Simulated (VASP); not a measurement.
**Ga: single point with PBE**

Crystal: Ga.

```
Ga
1.0
     2.86281    0.00000    0.00000
    -1.43141    2.47927    0.00000
     0.00000    0.00000    4.78136
Ga
2
Direct
  0.33333 0.66667 0.25000
  0.66667 0.33333 0.75000
```

This isn't the form of Ga at room conditions, which is orthorhombic.

```json
{
 "Program": "VASP 6.6.1",
 "Task": "single point",
 "Functional": "PBE",
 "Potentials or basis": "VASP PAW PBE potentials, release 64 (Ga_d)",
 "Cutoff": "520 eV",
 "k mesh": "15 × 15 × 8",
 "Occupations": "fermi-dirac, width 0.05 eV",
 "Spin": "no spin polarisation",
 "Dipole correction": "no",
 "Further INCAR settings": "ALGO = Normal; EDIFF = 1e-06; NBANDS = 20"
}
```

```yaml
Pressure: 7.5 GPa
Band_gap_on_the_k_mesh: zero (bands 13 and 14 overlap by 7.92 eV)
```

Levels at points of the mesh, in eV from the Fermi level:
```
           k point  band 9  band 10  band 11  band 12  band 13  band 14  band 15  band 16  band 17  band 18
(0.00, 0.00, 0.00)  -14.78   -14.78   -11.94    -5.39    -4.65    10.93    10.93    12.94    12.94    12.94
(0.00, 0.00, 0.50)  -14.84   -14.84   -10.23   -10.23     3.42     3.42    12.20    12.20    12.20    12.20
```

Wall time 80 s on 1 thread of Intel Xeon 8259CL (shared host), peak memory 0.2 GiB.

Caveat: the cell stands under pressure.
